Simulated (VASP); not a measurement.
# BiTe (Fm-3m) in VASP: a series of runs, part 2 of 2

VASP 6.6.1. Earlier steps stand in the parts before.

## Step 4: Single point, PBEsol

This run uses another cell than the first one, of 30.32 Å³/atom, 0.928 times its volume.

Contents of INCAR:

```
  PREC = Accurate
  ENCUT = 520
  EDIFF = 1E-7
  ISMEAR = -1
  SIGMA = 0.15
  LREAL = F
  LASPH = T
  NELM = 60
  ALGO = Normal
  ISIF = 2
  LWAVE = F
  LCHARG = F
  GGA = PS
  NBANDS = 18
```

Contents of KPOINTS:

```
Automatic mesh
0
Gamma
  12 12 12
```

Contents of POSCAR:

```
BiTe
1.0
    0.0000000000      3.1182100960      3.1182100960
    3.1182100960      0.0000000000      3.1182100960
    3.1182100960      3.1182100960      0.0000000000
Bi Te
1 1
Direct
    0.0000000000      0.0000000000      0.0000000000
    0.5000000000      0.5000000000      0.5000000000
```

Potentials or basis: VASP PAW PBE potentials, release 64 (Bi_d, Te).

The run is started by

```console
cat potpaw_PBE.64/Bi_d/POTCAR potpaw_PBE.64/Te/POTCAR > POTCAR
mpirun -np 1 vasp_std > vasp.out
```

OUTCAR:

```text
PREC = Accurate
   ENCUT = 520
   EDIFF = 1E-7
   ISMEAR = -1
   LREAL = F
   LASPH = T
   NELM = 60
   ISIF = 2
   GGA = PS

 ion  position               nearest neighbor table
   1  0.000  0.000  0.000-   2 3.12   2 3.12   2 3.12   2 3.12   2 3.12   2 3.12
   2  0.500  0.500  0.500-   1 3.12   1 3.12   1 3.12   1 3.12   1 3.12   1 3.12

  LATTYP: Found a face centered cubic cell.
 ALAT       =     6.2364201920

  Lattice vectors:

 A1 = (   0.0000000000,   3.1182100960,   3.1182100960)
[... 689 lines left out ...]

------------------------ aborting loop because EDIFF is reached ----------------------------------------

  FORCE on cell =-STRESS in cart. coord.  units (eV):
  Direction    XX          YY          ZZ          XY          YZ          ZX
  --------------------------------------------------------------------------------------
  -------------------------------------------------------------------------------------
  Total        1.8947859      1.8947859      1.8947859      0.0000000      0.0000000      0.0000000
  in kB       50.0638919     50.0638919     50.0638919      0.0000000      0.0000000      0.0000000
  external PRESSURE =      50.0638919 kB  Pullay stress =       0.0000000 kB

 VOLUME and BASIS-vectors are now :
 -----------------------------------------------------------------------------
  energy-cutoff  :      520.00
  volume of cell :       60.64
      direct lattice vectors                 reciprocal lattice vectors
     0.000000000  3.118210096  3.118210096    -0.160348400  0.160348400  0.160348400
     3.118210096  0.000000000  3.118210096     0.160348400 -0.160348400  0.160348400
     3.118210096  3.118210096  0.000000000     0.160348400  0.160348400 -0.160348400

 POSITION                                       TOTAL-FORCE (eV/Angst)
 -----------------------------------------------------------------------------------
      0.00000      0.00000      0.00000        -0.000000      0.000000     -0.000000
      3.11821      3.11821      3.11821         0.000000     -0.000000      0.000000
 -----------------------------------------------------------------------------------
    total drift:                               -0.000000      0.000000      0.000000

  FREE ENERGIE OF THE ION-ELECTRON SYSTEM (eV)
  ---------------------------------------------------
  free  energy   TOTEN  =        -7.9657977710 eV

  energy  without entropy=       -7.8761570613  energy(sigma->0) =       -7.92097742
```

OSZICAR:

```text
N       E                     dE             d eps       ncg     rms          rms(c)
DAV:   1     0.161282756561E+03    0.16128E+03   -0.99602E+03  2592   0.115E+03
DAV:   2     0.406371601401E+01   -0.15722E+03   -0.15288E+03  2772   0.314E+02
DAV:   3    -0.765346255746E+01   -0.11717E+02   -0.11542E+02  3204   0.890E+01
DAV:   4    -0.797258032256E+01   -0.31912E+00   -0.31859E+00  3106   0.154E+01
DAV:   5    -0.798574655655E+01   -0.13166E-01   -0.13165E-01  3608   0.306E+00    0.799E+00
DAV:   6    -0.796714712721E+01    0.18599E-01   -0.44404E-02  3608   0.156E+00    0.495E+00
DAV:   7    -0.796649916583E+01    0.64796E-03   -0.20921E-02  3376   0.921E-01    0.171E-01
DAV:   8    -0.796574547958E+01    0.75369E-03   -0.46209E-03  3374   0.517E-01    0.124E-01
DAV:   9    -0.796579992721E+01   -0.54448E-04   -0.40282E-04  2900   0.116E-01    0.614E-02
DAV:  10    -0.796579930720E+01    0.62001E-06   -0.11670E-05  3652   0.202E-02    0.323E-02
DAV:  11    -0.796579785791E+01    0.14493E-05   -0.13098E-06  2900   0.908E-03    0.290E-02
DAV:  12    -0.796579777099E+01    0.86920E-07   -0.14788E-07  2770   0.372E-03
   1 F= -.79657978E+01 E0= -.79209774E+01  d E =-.896407E-01
```

stdout:

```text
POSCAR found type information on POSCAR BiTe
 POSCAR found :  2 types and       2 ions
 scaLAPACK will be used
 -----------------------------------------------------------------------------
|                                                                             |
|                                                                             |
|     You enforced a specific xc type in the INCAR file but a different       |
|     I HOPE YOU KNOW WHAT YOU ARE DOING!                                     |
|                                                                             |
 -----------------------------------------------------------------------------

 LDA part: xc-table for (Slater+PW92), standard interpolation
 POSCAR, INCAR and KPOINTS ok, starting setup
 FFT: planning ... GRIDC
 FFT: planning ... GRID_SOFT
 FFT: planning ... GRID
 WAVECAR not read
 entering main loop
```

Wall time 59 s (1 thread of Intel Xeon Platinum 8488C (Sapphire Rapids), shared host); peak memory 0.25 GiB.

What came out:

```
Free energy : -7.9658 eV
Pressure    : 5.0 GPa
```

Levels at points of the mesh, in eV from the Fermi level:
| k point | band 6 | band 7 | band 8 | band 9 | band 10 | band 11 | band 12 | band 13 | band 14 | band 15 |
| --- | --- | --- | --- | --- | --- | --- | --- | --- | --- | --- |
| (0.00, 0.00, 0.00) | -14.37 | -7.71 | -2.85 | -2.85 | -2.85 | 2.37 | 2.37 | 2.37 | 4.45 | 4.45 |
| (0.50, 0.00, 0.00) | -12.09 | -11.71 | -2.14 | -2.14 | -1.56 | -0.92 | -0.83 | -0.83 | 7.49 | 8.05 |
| (0.50, 0.50, 0.00) | -12.23 | -10.00 | -6.48 | -4.57 | -4.57 | 1.74 | 4.12 | 4.12 | 5.80 | 9.03 |

Caveat: the PAW data sets were made with another functional, which shifts forces and pressure a little; spin-orbit coupling is left out, which moves the levels of the heavy elements.

## Step 5: Single point, PBEsol

This run uses another cell than the first one, of 30.32 Å³/atom, 0.928 times its volume.

Contents of INCAR:

```
SYSTEM = BiTe
  ALGO = Normal
  EDIFF = 1E-6
  ENCUT = 520
  GGA = PS
  ISIF = 2
  ISMEAR = -4
  LASPH = .TRUE.
  LCHARG = .FALSE.
  LREAL = .FALSE.
  LWAVE = .FALSE.
  NBANDS = 18
  NELM = 80
  PREC = Accurate
  SIGMA = 0.15
```

Contents of KPOINTS:

```
k-points
0
G
  12 12 12
  0 0 0
```

POSCAR is that of step 4.

The run is started by

```console
cat potpaw_PBE.64/Bi_d/POTCAR potpaw_PBE.64/Te/POTCAR > POTCAR
mpirun -np 1 vasp_std > vasp.out
```

Run time: 52 s. Hardware: 1 thread of Intel Xeon Platinum 8488C (Sapphire Rapids), shared host; peak memory 0.25 GiB.

It converged, with:

```yaml
Free_energy: -7.7970 eV
Pressure: 5.2 GPa
```

Levels at points of the mesh, in eV from the Fermi level:
| k point | band 8 | band 9 | band 10 | band 11 | band 12 | band 13 |
| --- | --- | --- | --- | --- | --- | --- |
| (0.00, 0.00, 0.00) | -2.90 | -2.90 | -2.90 | 2.31 | 2.31 | 2.31 |
| (0.50, 0.00, 0.00) | -2.18 | -2.18 | -1.61 | -0.97 | -0.89 | -0.89 |
| (0.50, 0.50, 0.00) | -6.53 | -4.62 | -4.62 | 1.69 | 4.07 | 4.07 |

Caveat: the PAW data sets were made with another functional, which shifts forces and pressure a little; spin-orbit coupling is left out, which moves the levels of the heavy elements.

## Step 6: Overview

```tsv
cell	smearing	gap on the mesh (eV)	pressure (GPa)
a = 4.521 Å, angles 60.0°, 2 atoms	gaussian 0.1 eV	none	0.0
a = 4.415 Å, angles 60.0°, 2 atoms	gaussian 0.1 eV	none	4.6
a = 4.410 Å, angles 60.0°, 2 atoms	fermi-dirac 0.15 eV	none	5.0
a = 4.410 Å, angles 60.0°, 2 atoms	tetrahedron	none	5.2
```

Alike in all rows: task single point; level PBEsol; potentials or basis VASP PAW PBE potentials, release 64 (Bi_d, Te); no spin polarisation; k mesh 12 × 12 × 12; cutoff (eV) 520.

Caveats: the PAW data sets were made with another functional, which shifts forces and pressure a little; spin-orbit coupling is left out, which moves the levels of the heavy elements.

Absolute energies hang on the potentials; compare differences alone.
